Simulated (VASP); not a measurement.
# WC (rocksalt type) (Fm-3m) in VASP: notebook, part 3 of 3

VASP 6.6.1. Earlier steps stand in the parts before.

## 5. Single point, PBE

This run uses another cell than the first one, of 10.51 Å³/atom, 1.433 times its volume.

INCAR reads:

```
SYSTEM = WC
PREC     = Accurate       ! precision mode
ENCUT    = 600            ! plane-wave cutoff, eV
EDIFF    = 1E-6           ! SCF threshold, eV
ISMEAR   = -1             ! smearing method
SIGMA    = 0.08           ! smearing width, eV
LREAL    = .FALSE.        ! projectors in reciprocal space
LASPH    = .TRUE.         ! aspherical terms in the spheres
NELM     = 120            ! most SCF steps
ALGO     = Normal         ! electronic algorithm
ISIF     = 2              ! what is computed and relaxed
LWAVE    = .FALSE.        ! write WAVECAR
LCHARG   = .FALSE.        ! write CHGCAR
GGA      = PE             ! functional
NBANDS   = 16             ! bands
GGA_COMPAT= .FALSE.
```

KPOINTS reads:

```
Automatic mesh
0
G
  16 16 16
  0 0 0
```

POSCAR reads:

```
WC
1.0
    0.0000000000      2.1901585499      2.1901585499
    2.1901585499      0.0000000000      2.1901585499
    2.1901585499      2.1901585499      0.0000000000
W C
1 1
Direct
    0.0000000000      0.0000000000      0.0000000000
    0.5000000000      0.5000000000      0.5000000000
```

Potentials or basis: VASP PAW PBE potentials, release 64 (W_sv, C).

Run with:

```
$ cat potpaw_PBE.64/W_sv/POTCAR potpaw_PBE.64/C/POTCAR > POTCAR
$ mpirun -np 1 vasp_std > vasp.out
```

OUTCAR:

```text
SYSTEM = WC
   PREC = Accurate
   ENCUT = 600
   EDIFF = 1E-6
   ISMEAR = -1
   LREAL = .FALSE.
   LASPH = .TRUE.
   NELM = 120
   ISIF = 2
   GGA = PE

 ion  position               nearest neighbor table
   1  0.000  0.000  0.000-   2 2.19   2 2.19   2 2.19   2 2.19   2 2.19   2 2.19
   2  0.500  0.500  0.500-   1 2.19   1 2.19   1 2.19   1 2.19   1 2.19   1 2.19

  LATTYP: Found a face centered cubic cell.
 ALAT       =     4.3803170998

  Lattice vectors:

 A1 = (   0.0000000000,   2.1901585499,   2.1901585499)
 A2 = (   2.1901585499,   0.0000000000,   2.1901585499)
 A3 = (   2.1901585499,   2.1901585499,   0.0000000000)

Analysis of symmetry for initial positions (statically):
[... 33 lines left out ...]
                                     Primitive cell

  volume of cell :      21.0115

  direct lattice vectors                    reciprocal lattice vectors
     0.000000000  2.190158550  2.190158550    -0.228293974  0.228293974  0.228293974
     2.190158550  0.000000000  2.190158550     0.228293974 -0.228293974  0.228293974
     2.190158550  2.190158550  0.000000000     0.228293974  0.228293974 -0.228293974

  length of vectors
     3.097351925  3.097351925  3.097351925     0.395416763  0.395416763  0.395416763
[... 128 lines left out ...]

 E-fermi :  12.4654     XC(G=0): -13.7343

 val. band max:       12.4640894652   @ k =  -0.3125   0.3125   0.0000
 cond. band min:      12.4806311779   @ k =  -0.4375   0.1875   0.0000
 fundamental gap:      0.0165417127
 Fermi energy:        12.4654320974

 k-point     1 :       0.0000    0.0000    0.0000
  band No.  band energies     occupation
      1     -62.9849      2.00000
      2     -26.9779      2.00000
      3     -26.9779      2.00000
      4     -26.9779      2.00000
      5      -3.3806      2.00000
      6       9.6972      2.00000
[... 433 lines left out ...]
      3     -26.9943      2.00000
      4     -26.9801      2.00000
      5      -3.0899      2.00000
      6       8.9258      2.00000
[... 8 lines left out ...]
     15      22.8101      0.00000
     16      32.8982      0.00000

 [... further k-points ...]

------------------------ aborting loop because EDIFF is reached ----------------------------------------

  FORCE on cell =-STRESS in cart. coord.  units (eV):
  Direction    XX          YY          ZZ          XY          YZ          ZX
  --------------------------------------------------------------------------------------
  -------------------------------------------------------------------------------------
  Total        0.1084201      0.1084201      0.1084201      0.0000000     -0.0000000      0.0000000
  in kB        8.2672996      8.2672996      8.2672996      0.0000000     -0.0000000      0.0000000
  external PRESSURE =       8.2672996 kB  Pullay stress =       0.0000000 kB

 VOLUME and BASIS-vectors are now :
 -----------------------------------------------------------------------------
  energy-cutoff  :      600.00
  volume of cell :       21.01
      direct lattice vectors                 reciprocal lattice vectors
     0.000000000  2.190158550  2.190158550    -0.228293974  0.228293974  0.228293974
     2.190158550  0.000000000  2.190158550     0.228293974 -0.228293974  0.228293974
     2.190158550  2.190158550  0.000000000     0.228293974  0.228293974 -0.228293974

 POSITION                                       TOTAL-FORCE (eV/Angst)
 -----------------------------------------------------------------------------------
      0.00000      0.00000      0.00000         0.000000     -0.000000     -0.000000
      2.19016      2.19016      2.19016         0.000000      0.000000      0.000000
 -----------------------------------------------------------------------------------
    total drift:                               -0.000000      0.000000      0.000000

  FREE ENERGIE OF THE ION-ELECTRON SYSTEM (eV)
  ---------------------------------------------------
  free  energy   TOTEN  =       -21.5657157313 eV

  energy  without entropy=      -21.5445121250  energy(sigma->0) =      -21.55511393
```

OSZICAR:

```text
N       E                     dE             d eps       ncg     rms          rms(c)
DAV:   1     0.120157544562E+03    0.12016E+03   -0.10204E+04  4640   0.138E+03
DAV:   2    -0.214229925474E+02   -0.14158E+03   -0.13643E+03  5632   0.359E+02
DAV:   3    -0.250386247786E+02   -0.36156E+01   -0.35989E+01  5072   0.531E+01
DAV:   4    -0.250586828416E+02   -0.20058E-01   -0.20057E-01  5944   0.446E+00
DAV:   5    -0.250588289362E+02   -0.14609E-03   -0.14609E-03  5192   0.367E-01    0.309E+01
DAV:   6    -0.216696455727E+02    0.33892E+01   -0.86416E+00  5864   0.278E+01    0.781E+00
DAV:   7    -0.215944461113E+02    0.75199E-01   -0.49570E-01  4688   0.559E+00    0.635E+00
DAV:   8    -0.215678164965E+02    0.26630E-01   -0.76929E-02  5288   0.236E+00    0.148E+00
DAV:   9    -0.215657824226E+02    0.20341E-02   -0.36098E-03  5000   0.524E-01    0.118E-01
DAV:  10    -0.215657155347E+02    0.66888E-04   -0.37021E-04  5696   0.208E-01    0.594E-02
DAV:  11    -0.215657166990E+02   -0.11643E-05   -0.13834E-05  5168   0.370E-02    0.167E-02
DAV:  12    -0.215657156624E+02    0.10366E-05   -0.18973E-06  4136   0.158E-02    0.212E-03
DAV:  13    -0.215657157313E+02   -0.68926E-07   -0.99124E-08  2560   0.322E-03
   1 F= -.21565716E+02 E0= -.21555114E+02  d E =-.212036E-01
```

Wall time 50 s (1 thread of Intel Xeon 6975P-C, shared host); peak memory 0.21 GiB.

What came out:

```yaml
Free_energy: -21.5657 eV
Pressure: 0.8 GPa
Band_gap_on_the_k_mesh: zero (band 9 reaches 13.51 eV, above the bottom of band 10 at 10.39 eV)
```

Levels at points of the mesh, in eV from the Fermi level:
| k point | band 7 | band 8 | band 9 | band 10 | band 11 | band 12 |
| --- | --- | --- | --- | --- | --- | --- |
| (0.00, 0.00, 0.00) | -2.77 | -2.77 | -1.08 | -1.08 | -1.08 | -0.97 |
| (0.50, 0.00, 0.00) | -6.61 | -6.61 | 1.04 | 1.04 | 2.33 | 4.92 |
| (0.50, 0.50, 0.00) | -5.61 | -2.52 | -2.52 | 0.85 | 2.27 | 2.27 |

Caveat: spin-orbit coupling is left out, which moves the levels of the heavy elements.

## 6. Summary

| cell | k mesh | cutoff (eV) | gap on the mesh (eV) | pressure (GPa) |
| --- | --- | --- | --- | --- |
| a = 2.747 Å, angles 60.0°, 2 atoms | 17 × 17 × 17 | 520 | none | 286.0 |
| a = 2.748 Å, angles 60.0°, 2 atoms | 17 × 17 × 17 | 520 | none | 284.5 |
| a = 2.750 Å, angles 60.0°, 2 atoms | 17 × 17 × 17 | 600 | none | 281.7 |
| a = 3.097 Å, angles 60.0°, 2 atoms | 16 × 16 × 16 | 600 | none | 0.8 |

Alike in all rows: task single point; level PBE; potentials or basis VASP PAW PBE potentials, release 64 (W_sv, C); no spin polarisation; smearing fermi-dirac 0.08 eV.

Caveats: spin-orbit coupling is left out, which moves the levels of the heavy elements.

Absolute energies hang on the potentials; compare differences alone.
